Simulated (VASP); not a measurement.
A run of VASP 6.6.1 is set up as follows.

File INCAR:

```
  PREC = Accurate
  ENCUT = 520
  EDIFF = 1E-7
  ISMEAR = 0
  SIGMA = 0.01
  LREAL = False
  LASPH = True
  NELM = 80
  ALGO = Normal
  ISIF = 2
  LWAVE = False
  LCHARG = True
  GGA = PE
  LELF = True
  LVHAR = True
  NBANDS = 28
```

File KPOINTS:

```
Automatic mesh
0
Gamma
  6 6 4
```

The input POSCAR:

```
PbO
1.0
    4.2807266313      0.0000000000      0.0000000000
   -2.1403633156      3.7072180094      0.0000000000
    0.0000000000      0.0000000000      5.9704257103
Pb O
2 2
Direct
    0.3333333333      0.6666666667     -0.0141857210
    0.6666666667      0.3333333333      0.4858142790
    0.3333333333      0.6666666667      0.3891857210
    0.6666666667      0.3333333333      0.8891857210
```

Potentials or basis: VASP PAW PBE potentials, release 64 (Pb_d, O).

Launch:

```bash
$ cat potpaw_PBE.64/Pb_d/POTCAR potpaw_PBE.64/O/POTCAR > POTCAR
$ mpirun -np 1 vasp_std > vasp.out
```

Problem. What does it give for the band gap on the k mesh?

Solution. 2.02 eV (least direct gap 2.30 eV).

Problem. Estimate the largest force.

Solution. 0.120 eV/Å.

Problem. Estimate the pressure.

Solution. -3.4 GPa.

Stress tensor (GPa, compression positive):
```
-3.34  0.00  0.00
 0.00 -3.34  0.00
 0.00  0.00 -3.44
```

Caveat: the cell stands under tension; spin-orbit coupling is left out, which moves the levels of the heavy elements. A k mesh can miss the band edges.
